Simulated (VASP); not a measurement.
Runs of VASP 6.6.1 on GaAs (l). The structure is that of space group F-43m (No. 216), or close to it. The cells are those of the table. 

```csv
task,cell,k mesh,smearing,gap on the mesh (eV),pressure (GPa)
single point,"a = 4.066 Å, angles 60.0°, 2 atoms",6 × 6 × 6,gaussian 0.1 eV,none,(a)
single point,"a = 3.962 Å, angles 60.0°, 2 atoms",12 × 12 × 12,gaussian 0.1 eV,0.54,0.3
relaxation of cell and atoms,"relaxed from a = 3.962 Å, angles 60.0°, 2 atoms",12 × 12 × 12,gaussian 0.02 eV,0.50,0.0
single point,"a = 3.962 Å, angles 60.0°, 2 atoms",12 × 12 × 12,gaussian 0.02 eV,0.54,0.3
```

Alike in all rows: level LDA; potentials or basis VASP PAW LDA potentials, release 64 (Ga_d, As); no spin polarisation; cutoff (eV) 500.

Question: Estimate the missing entries.

Answer: (a) -4.5.

A k mesh can miss the band edges, and the runs leave out spin-orbit coupling on As, Ga.

A gap of «none» marks levels without a gap at the run's occupations.
